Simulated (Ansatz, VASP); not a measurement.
BeZn2Te3 in VASP and in Ansatz

```
CELL_PARAMETERS angstrom
3.88719 0.00000 0.00000
0.00000 3.88719 0.00000
0.00000 0.00000 8.25246
ATOMIC_POSITIONS crystal
Be 0.00000 0.00000 0.62515
Zn 0.50000 0.50000 0.72860
Zn 0.00000 0.00000 0.27024
Te 0.50000 0.00000 0.99856
Te 0.00000 0.50000 0.99856
Te 0.50000 0.50000 0.37889
```

Change from the starting cell: species swapped into the Zr2As3S type (P4mm, No. 99).

Alike in both runs: task single point; functional PBE; k mesh 4 × 4 × 2; occupations gaussian, width 0.1 eV; no spin polarisation.

```csv
,VASP,Ansatz
version,VASP 6.6.1,Ansatz 0.2.0
potentials or method,"VASP PAW PBE potentials, release 64 (Be, Zn, Te), cutoff 520 eV","scalar-relativistic, plane waves, PAW"
valence electrons in the cell,44,74
```

Ansatz gave:

- gap on the k mesh at the Fermi level (eV): none
- pressure (GPa): 15.0
- traceless stress, the component that is largest in VASP (GPa): -7.88
- rms of the force components (eV/Å): 0.644

What did VASP give for the same quantities?

gap on the k mesh at the Fermi level (eV): none; pressure (GPa): 15.1; traceless stress, the component that is largest in VASP (GPa): -7.85; rms of the force components (eV/Å): 0.646.

Atom by atom the forces differ by 0.004 eV/Å (rms over components). A gap of «none» marks a metal or a gap that the smearing closes. VASP's potentials hold 44 valence electrons a cell and Ansatz's 74, so a difference there can come from the potentials and not from the codes.

The k mesh is coarse, so the values compare programs but aren't converged. Neither program's run includes spin-orbit coupling.
